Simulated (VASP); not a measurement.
**Na: single point with PBEsol**

The system is Na.

```
CELL_PARAMETERS angstrom
3.38578 0.00000 0.00000
0.00000 3.38578 0.00000
0.00000 0.00000 3.38578
ATOMIC_POSITIONS crystal
Na 0.00000 0.00000 0.00000
```

This isn't the form of Na at room conditions, which is bcc.

- Program: VASP 6.6.1
- Task: single point
- Functional: PBEsol
- Potentials or basis: VASP PAW PBE potentials, release 64 (Na_pv)
- Cutoff: 520 eV
- k mesh: 6 × 6 × 6
- Occupations: methfessel-paxton, width 0.05 eV
- Spin: no spin polarisation

```json
{"Pressure": "0.0 GPa", "Band gap on the k mesh": "zero (an odd number of electrons rules out a gap without spin polarisation)"}
```

Levels at points of the mesh, in eV from the Fermi level:
| k point | band 1 | band 2 | band 3 | band 4 | band 5 | band 6 | band 7 | band 8 |
| --- | --- | --- | --- | --- | --- | --- | --- | --- |
| (0.00, 0.00, 0.00) | -25.10 | -25.10 | -25.10 | -3.29 | 8.20 | 8.20 | 9.53 | 9.53 |
| (0.50, 0.00, 0.00) | -25.15 | -25.10 | -25.10 | -0.09 | 0.10 | 10.51 | 11.92 | 11.92 |
| (0.50, 0.50, 0.00) | -25.15 | -25.15 | -25.09 | 2.89 | 2.89 | 3.08 | 3.98 | 14.28 |
| (0.50, 0.50, 0.50) | -25.14 | -25.14 | -25.14 | 5.78 | 5.78 | 5.78 | 5.93 | 5.93 |

It took 7.3 s on 1 thread of Intel Xeon 8259CL, with other jobs on the host, peak memory 0.14 GiB.

Caveat: the PAW data sets were made with another functional, which shifts forces and pressure a little.
